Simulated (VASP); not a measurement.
# GaN (P6_3mc) in VASP: single point with LDA

Aim: the single point of GaN with LDA.

Program: VASP 6.6.1. These are calculated values, not measurements. Logs are shortened: lines on timing, memory, paths and dates and some standing lists are left out, and cuts for length are marked.

### Step 1. The cell of the first run

The structure is hexagonal, space group P6_3mc (No. 186). The conventional cell has a = 3.152 Å, b = 3.152 Å, c = 5.138 Å, α = 90.00°, β = 90.00°, γ = 120.00°. Within 2.6 Å of Ga (site symmetry 3m) lie 4 N at 1.93 Å. Within 2.6 Å of N (site symmetry 3m) lie 4 Ga at 1.93 Å.

### Step 2. Single point, LDA

Contents of INCAR:

```
PREC = Accurate ; ENCUT = 1330
EDIFF = 1E-6 ; ISMEAR = 0
SIGMA = 0.05 ; LREAL = F
LASPH = T ; NELM = 120
ALGO = Normal ; ISIF = 2
LWAVE = F ; LCHARG = F
NBANDS = 26 ; GGA_COMPAT = F
```

Contents of KPOINTS:

```
regular mesh
0
Gamma
  12 12 4
```

Contents of POSCAR:

```
GaN
1.0
    3.1518084874      0.0000000000      0.0000000000
   -1.5759042437      2.7295462179      0.0000000000
    0.0000000000      0.0000000000      5.1384146357
Ga N
2 2
Direct
    0.3333333333      0.6666666667      0.9992966109
    0.6666666667      0.3333333333      0.4992966109
    0.3333333333      0.6666666667      0.3757033891
    0.6666666667      0.3333333333      0.8757033891
```

Potentials or basis: VASP PAW LDA potentials, release 64 (Ga_d, N_h).

Started as:

```console
$ cat potpaw_LDA.64/Ga_d/POTCAR potpaw_LDA.64/N_h/POTCAR > POTCAR
$ mpirun -np 1 vasp_std > vasp.out
```

OUTCAR:

```text
PREC = Accurate
   ENCUT = 1330
   EDIFF = 1E-6
   ISMEAR = 0
   LREAL = F
   LASPH = T
   NELM = 120
   ISIF = 2

 ion  position               nearest neighbor table
   1  0.333  0.667  0.999-   4 1.93   4 1.93   4 1.93   3 1.93
   2  0.667  0.333  0.499-   3 1.93   3 1.93   3 1.93   4 1.93
   3  0.333  0.667  0.376-   2 1.93   2 1.93   2 1.93   1 1.93
   4  0.667  0.333  0.876-   1 1.93   1 1.93   1 1.93   2 1.93

  LATTYP: Found a hexagonal cell.
 ALAT       =     3.1518084874
 C/A-ratio  =     1.6303067449

  Lattice vectors:

 A1 = (   3.1518084874,   0.0000000000,   0.0000000000)
 A2 = (  -1.5759042437,   2.7295462179,   0.0000000000)
 A3 = (   0.0000000000,   0.0000000000,   5.1384146357)

Analysis of symmetry for initial positions (statically):
=====================================================================
 Subroutine PRICEL returns:
 Original cell was already a primitive cell.

 Routine SETGRP: Setting up the symmetry group for a
 hexagonal supercell.

 Subroutine GETGRP returns: Found 12 space group operations
 (whereof  6 operations were pure point group operations)
 out of a pool of 24 trial point group operations.

The static configuration has the point symmetry C_3v.
 The point group associated with its full space group is C_6v.

Analysis of symmetry for dynamics (positions and initial velocities):
=====================================================================
 Subroutine PRICEL returns:
 Original cell was already a primitive cell.

 Routine SETGRP: Setting up the symmetry group for a
 hexagonal supercell.

 Subroutine GETGRP returns: Found 12 space group operations
 (whereof  6 operations were pure point group operations)
 out of a pool of 24 trial point group operations.

The dynamic configuration has the point symmetry C_3v.
 The point group associated with its full space group is C_6v.

 Subroutine INISYM returns: Found 12 space group operations
 (whereof  6 operations are pure point group operations),
 and found     1 'primitive' translations

----------------------------------------------------------------------------------------

                                     Primitive cell

  volume of cell :      44.2058

  direct lattice vectors                    reciprocal lattice vectors
     3.151808487  0.000000000  0.000000000     0.317278161  0.183180632  0.000000000
    -1.575904244  2.729546218  0.000000000     0.000000000  0.366361263  0.000000000
     0.000000000  0.000000000  5.138414636     0.000000000  0.000000000  0.194612555

  length of vectors
     3.151808487  3.151808487  5.138414636     0.366361263  0.366361263  0.194612555

  position of ions in fractional coordinates (direct lattice)
     0.333333333  0.666666667  0.999296611
     0.666666667  0.333333333  0.499296611
     0.333333333  0.666666667  0.375703389
     0.666666667  0.333333333  0.875703389

  ion indices of the primitive-cell ions
   primitive index   ion index
                 1           1
                 2           2
                 3           3
                 4           4

----------------------------------------------------------------------------------------

 KPOINTS: regular mesh

Automatic generation of k-mesh.
 Grid dimensions read from file:
 generate k-points for:   12   12    4

 Generating k-lattice:

  Cartesian coordinates                     Fractional coordinates (reciprocal lattice)
     0.026439847  0.015265053  0.000000000     0.083333333  0.000000000  0.000000000
     0.000000000  0.030530105  0.000000000     0.000000000  0.083333333  0.000000000
     0.000000000  0.000000000  0.048653139     0.000000000  0.000000000  0.250000000

  Length of vectors
     0.030530105  0.030530105  0.048653139

  Shift w.r.t. Gamma in fractional coordinates (k-lattice)
     0.000000000  0.000000000  0.000000000

 Subroutine IBZKPT returns following result:
 ===========================================

 Found     57 irreducible k-points:

 Following reciprocal coordinates:
            Coordinates               Weight
  0.000000  0.000000  0.000000      1.000000
  0.083333 -0.000000  0.000000      6.000000
  0.166667 -0.000000  0.000000      6.000000
  0.250000 -0.000000  0.000000      6.000000
  0.333333  0.000000  0.000000      6.000000
  0.416667  0.000000  0.000000      6.000000
[... 16 lines left out ...]
  0.250000 -0.000000  0.250000     12.000000
  0.333333  0.000000  0.250000     12.000000
 [... further k-points ...]
   k-points           NKPTS =     57   k-points in BZ     NKDIM =     57   number of bands    NBANDS=     26
   number of dos      NEDOS =    301   number of ions     NIONS =      4
   total plane-waves  NPLWV = 102400
   dimension x,y,z NGX =    40 NGY =   40 NGZ =   64
   dimension x,y,z NGXF=    80 NGYF=   80 NGZF=  128
   ions per type =               2   2
   NGX,Y,Z   is equivalent  to a cutoff of  21.10, 21.10, 20.71 a.u.
   NGXF,Y,Z  is equivalent  to a cutoff of  42.20, 42.20, 41.41 a.u.
 SYSTEM =  unknown system
   PREC   = accura    normal or accurate (medium, high low for compatibility)
   ISTART =      0    job   : 0-new  1-cont  2-samecut
   ICHARG =      2    charge: 1-file 2-atom 10-const
   ISPIN  =      1    spin polarized calculation?
   LNONCOLLINEAR =      F non collinear calculations
   LSORBIT =      F    spin-orbit coupling
   LASPH  =      T    aspherical Exc in radial PAW
   ENCUT  = 1330.0 eV  97.75 Ry    9.89 a.u.   9.37  9.37 15.28*2*pi/ulx,y,z
   NELM   =    120;   NELMIN=  2; NELMDL= -5     # of ELM steps
   EDIFF  = 0.1E-05   stopping-criterion for ELM
   LREAL  =      F    real-space projection
   EDIFFG = 0.1E-04   stopping-criterion for IOM
   NSW    =      0    number of steps for IOM
   IBRION =     -1    ionic relax: 0-MD 1-quasi-New 2-CG
   NFREE  =      0    steps in history (QN), initial steepest desc. (CG)
   ISIF   =      2    stress and relaxation
   ISYM   =      2    0-nonsym 1-usesym 2-fastsym
   POTIM  = 0.5000    time-step for ionic-motion
   TEBEG  =    0.0;   TEEND  =   0.0 temperature during run
   PSTRESS=    0.0 pullay stress
   NELECT =      36.0000    total number of electrons
   NUPDOWN=      -1.0000    fix difference up-down
   EMIN   =  10.00;   EMAX   =-10.00  energy-range for DOS
   EFERMI =   0.00;   METHOD = LEGACY
   ISMEAR =     0;   SIGMA  =   0.05  broadening in eV -4-tet -1-fermi 0-gaus
   EFERMI_NEDOS =   21; number of points for ismear=-14 and -15
   IALGO  =     38    algorithm
   IMIX   =      4    mixing-type and parameters
     AMIX     =   0.40;   BMIX     =  1.00
     AMIX_MAG =   1.60;   BMIX_MAG =  1.00
  volume/ion in A,a.u.               =      11.05        74.58
  Fermi-wavevector in a.u.,A,eV,Ry     =   1.528795  2.889003 31.799720  2.337213
  Thomas-Fermi vector in A             =   2.636504
   LORBIT       =      0    0 simple, 1 ext, 2 COOP (PROOUT), +10 PAW based schemes
   GGA     = CA    functional components
   LHFCALC =     F    Hartree Fock is set to
   AEXX    =    0.0000 exact exchange contribution
   IVDW    =     0    specifies the selected vdW correction
   LEPSILON=     F    determine dielectric tensor
   LRPA    =     F    only Hartree local field effects (RPA)
 non-spin polarized calculation
 Gauss-broadening in eV      SIGMA  =   0.05
  energy-cutoff  :     1330.00
  volume of cell :       44.21
 maximum number of plane-waves:      4914
 NGX is ok and might be reduce to    40
   NGX = 19   NGY = 19   NGZ = 31

 number of electron      36.0000000 magnetization

 Free energy of the ion-electron system (eV)
  ---------------------------------------------------
  ext. energy  EPLUGINS =         0.00000000
  ---------------------------------------------------
  free energy    TOTEN  =       -27.91656472 eV

  energy without entropy =      -27.91656472  energy(sigma->0) =      -27.91656472

 E-fermi :   6.0146     XC(G=0): -12.3138

 val. band max:        5.7590615106   @ k =   0.0000   0.0000   0.0000
 cond. band min:       7.9064157234   @ k =   0.0000   0.0000   0.0000
 fundamental gap:      2.1473542129
 Fermi energy:         6.0146487105

 k-point     1 :       0.0000    0.0000    0.0000
  band No.  band energies     occupation
      1     -10.3821      2.00000
      2      -9.4014      2.00000
      3      -7.8285      2.00000
      4      -7.8111      2.00000
      5      -7.8111      2.00000
      6      -7.7440      2.00000
[... 18 lines left out ...]
     25      17.5400      0.00000
     26      17.5400      0.00000

 k-point     2 :       0.0833   -0.0000    0.0000
  band No.  band energies     occupation
      1     -10.3079      2.00000
      2      -9.3825      2.00000
      3      -7.8218      2.00000
      4      -7.8000      2.00000
      5      -7.7891      2.00000
      6      -7.7360      2.00000
[... 18 lines left out ...]
     25      17.1823      0.00000
     26      17.7002      0.00000

 k-point     3 :       0.1667   -0.0000    0.0000
  band No.  band energies     occupation
      1     -10.1055      2.00000
      2      -9.3365      2.00000
      3      -7.7953      2.00000
      4      -7.7729      2.00000
      5      -7.7306      2.00000
      6      -7.6960      2.00000
[... 18 lines left out ...]
     25      17.1881      0.00000
     26      18.0695      0.00000

 k-point     4 :       0.2500   -0.0000    0.0000
  band No.  band energies     occupation
      1      -9.8383      2.00000
      2      -9.2867      2.00000
      3      -7.7680      2.00000
      4      -7.7461      2.00000
      5      -7.6796      2.00000
      6      -7.6313      2.00000
[... 18 lines left out ...]
     25      17.2185      0.00000
     26      18.5703      0.00000

 k-point     5 :       0.3333    0.0000    0.0000
  band No.  band energies     occupation
      1      -9.6000      2.00000
      2      -9.2511      2.00000
      3      -7.7555      2.00000
      4      -7.7327      2.00000
      5      -7.6472      2.00000
      6      -7.5769      2.00000
[... 18 lines left out ...]
     25      17.3860      0.00000
     26      19.0080      0.00000

 k-point     6 :       0.4167    0.0000    0.0000
  band No.  band energies     occupation
      1      -9.4557      2.00000
      2      -9.2332      2.00000
      3      -7.7579      2.00000
      4      -7.7301      2.00000
      5      -7.6320      2.00000
      6      -7.5781      2.00000
[... 427 lines left out ...]
 k-point    21 :       0.0833   -0.0000    0.2500
  band No.  band energies     occupation
      1     -10.1245      2.00000
      2      -9.4513      2.00000
      3      -7.8042      2.00000
      4      -7.7951      2.00000
      5      -7.7560      2.00000
      6      -7.7450      2.00000
[... 18 lines left out ...]
     25      16.8463      0.00000
     26      17.1868      0.00000

 k-point    22 :       0.1667   -0.0000    0.2500
  band No.  band energies     occupation
      1      -9.9420      2.00000
      2      -9.3870      2.00000
      3      -7.7863      2.00000
      4      -7.7646      2.00000
      5      -7.7354      2.00000
      6      -7.7040      2.00000
[... 18 lines left out ...]
     25      16.6535      0.00000
     26      17.6270      0.00000

 k-point    23 :       0.2500   -0.0000    0.2500
  band No.  band energies     occupation
      1      -9.7086      2.00000
      2      -9.3158      2.00000
      3      -7.7679      2.00000
      4      -7.7307      2.00000
      5      -7.7062      2.00000
      6      -7.6492      2.00000
[... 18 lines left out ...]
     25      16.7697      0.00000
     26      18.1955      0.00000

 k-point    24 :       0.3333    0.0000    0.2500
  band No.  band energies     occupation
      1      -9.5091      2.00000
      2      -9.2633      2.00000
      3      -7.7646      2.00000
      4      -7.7088      2.00000
      5      -7.6849      2.00000
      6      -7.5971      2.00000
[... 18 lines left out ...]
     25      16.8423      0.00000
     26      18.8300      0.00000

 [... further k-points ...]
[... 5 lines left out ...]
  --------------------------------------------------------------------------------------
  -------------------------------------------------------------------------------------
  Total        0.3388560      0.3388560      0.3344069      0.0000000      0.0000000      0.0000000
  in kB       12.2813565     12.2813565     12.1201043      0.0000000      0.0000000      0.0000000
  external PRESSURE =      12.2276057 kB  Pullay stress =       0.0000000 kB

 VOLUME and BASIS-vectors are now :
 -----------------------------------------------------------------------------
  energy-cutoff  :     1330.00
  volume of cell :       44.21
      direct lattice vectors                 reciprocal lattice vectors
     3.151808487  0.000000000  0.000000000     0.317278161  0.183180632  0.000000000
    -1.575904244  2.729546218  0.000000000     0.000000000  0.366361263  0.000000000
     0.000000000  0.000000000  5.138414636     0.000000000  0.000000000  0.194612555

 POSITION                                       TOTAL-FORCE (eV/Angst)
 -----------------------------------------------------------------------------------
     -0.00000      1.81970      5.13480        -0.000000      0.000000      0.001392
      1.57590      0.90985      2.56559        -0.000000     -0.000000      0.001392
     -0.00000      1.81970      1.93052        -0.000000      0.000000     -0.001392
      1.57590      0.90985      4.49973         0.000000     -0.000000     -0.001392
 -----------------------------------------------------------------------------------
    total drift:                               -0.000000      0.000000      0.000155

  FREE ENERGIE OF THE ION-ELECTRON SYSTEM (eV)
  ---------------------------------------------------
  free  energy   TOTEN  =       -27.9165647217 eV

  energy  without entropy=      -27.9165647217  energy(sigma->0) =      -27.91656472
```

Wall time 3.1 min (1 thread of Intel Xeon Platinum 8124M at 3.00GHz (Skylake/Cascade Lake), shared host); peak memory 0.4 GiB.

What came out:

| Quantity | Value |
| --- | --- |
| Free energy | -27.9166 eV |
| Pressure | 1.2 GPa |
| Band gap on the k mesh | 2.15 eV |
